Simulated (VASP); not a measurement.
Here is a VASP 6.6.1 calculation.

Contents of INCAR:

```
SYSTEM = Al
PREC = Accurate
ENCUT = 520
EDIFF = 1E-7
ISMEAR = -1
SIGMA = 0.05
LREAL = .False.
LASPH = .True.
NELM = 100
ALGO = Normal
ISIF = 2
LWAVE = .False.
LCHARG = .False.
GGA = PS
NBANDS = 8
```

KPOINTS

```
Automatic mesh
0
Gamma
  17 17 17
  0 0 0
```

POSCAR

```
Al
1.0
   -1.2740126623      1.2740126623      1.2740126623
    1.2740126623     -1.2740126623      1.2740126623
    1.2740126623      1.2740126623     -1.2740126623
Al
1
Direct
    0.0000000000      0.0000000000      0.0000000000
```

Potentials or basis: VASP PAW PBE potentials, release 64 (Al).

Run with:

```sh
$ cat potpaw_PBE.64/Al/POTCAR > POTCAR
$ mpirun -np 1 vasp_std > vasp.out
```

Question: What does it give for the pressure?

Answer: 215.5 GPa.

Caveat: the PAW data sets were made with another functional, which shifts forces and pressure a little.
